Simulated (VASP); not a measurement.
KCl (Sylvite), 2 atoms in the cell. The structure is cubic, space group Fm-3m (No. 225). The conventional cell has a = 6.030 Å, b = 6.030 Å, c = 6.030 Å, α = 90.00°, β = 90.00°, γ = 90.00°. K (site symmetry m-3m) has 6 Cl at 3.01 Å within 4.0 Å. Within 4.0 Å of Cl (site symmetry m-3m) lie 6 K at 3.01 Å.  This cell differs from its parent crystal: volume scaled by 0.880.

```yaml
Program: VASP 6.6.1
Task: single point
Functional: r2SCAN
Potentials_or_basis: VASP PAW PBE potentials, release 64 (K_sv, Cl)
Cutoff: 520 eV
k_mesh: 6 × 6 × 6
Occupations: gaussian, width 0.05 eV
Spin: no spin polarisation
Dipole_correction: no
Further_INCAR_settings: ALGO = Normal; EDIFF = 1e-06; NBANDS = 15
```

Potentials or basis: VASP PAW PBE potentials, release 64 (K_sv, Cl).

Launch:

```sh
$ cat potpaw_PBE.64/K_sv/POTCAR potpaw_PBE.64/Cl/POTCAR > POTCAR
$ cp INCAR.step1 INCAR
$ mpirun -np 1 vasp_std > vasp.out
$ cp INCAR.step2 INCAR
$ mpirun -np 1 vasp_std > vasp.out
```

Hardware: 1 thread of AMD EPYC 7R43 64-Core Processor (Zen 3) (shared host).

Problem. Estimate the wall time of this run.

Solution. Wall time 83 s on 1 thread of AMD EPYC 7R43 64-Core Processor (Zen 3) (shared host), peak memory 0.15 GiB. Counts: k points 16.
